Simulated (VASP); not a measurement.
Here is a VASP 6.6.1 calculation.

Contents of INCAR:

```
ALGO = Normal ; EDIFF = 1E-7
EDIFFG = -0.03 ; ENCUT = 630
GGA = CA ; GGA_COMPAT = False
IBRION = 2 ; ISIF = 8
ISMEAR = -1 ; LASPH = True
LCHARG = False ; LREAL = False
LWAVE = False ; NELM = 120
NELMIN = 4 ; NSW = 60
PREC = Accurate ; SIGMA = 0.1
```

Contents of KPOINTS:

```
k-points
0
Gamma
  8 8 5
```

POSCAR

```
MoPd
1.0
    2.7938960000      0.0000000000      0.0000000000
   -1.3969480000      2.4195849115      0.0000000000
    0.0000000000      0.0000000000      4.5663710000
Mo Pd
1 1
Direct
    0.6666666667      0.3333333333      0.5000000000
    0.3333333333      0.6666666667      0.0000000000
```

Potentials or basis: VASP PAW LDA potentials, release 64 (Mo_sv, Pd_sv_GW).

Launch:

```sh
$ cat potpaw_LDA.64/Mo_sv/POTCAR potpaw_LDA.64/Pd_sv_GW/POTCAR > POTCAR
$ mpirun -np 1 vasp_std > vasp.out
```

What does it give for the relaxed volume?

14.51 Å³/atom.

Estimate the space group after relaxing (to 0.1 Å).

P-6m2 (No. 187).

Predict the relaxed cell.

a = 2.737 Å, b = 2.737 Å, c = 4.473 Å, α = 90.00°, β = 90.00°, γ = 120.00°.

What does it give for the band gap on the k mesh?

Zero (bands 16 and 17 overlap by 2.10 eV).

Final structure:
```xyz
2
Lattice="2.7371 0.0000 0.0000 -1.3685 2.3704 0.0000 0.0000 0.0000 4.4735" Properties=species:S:1:pos:R:3 pbc="T T T"
Mo    1.3685    0.7901    2.2367
Pd    0.0000    1.5802    0.0000
```
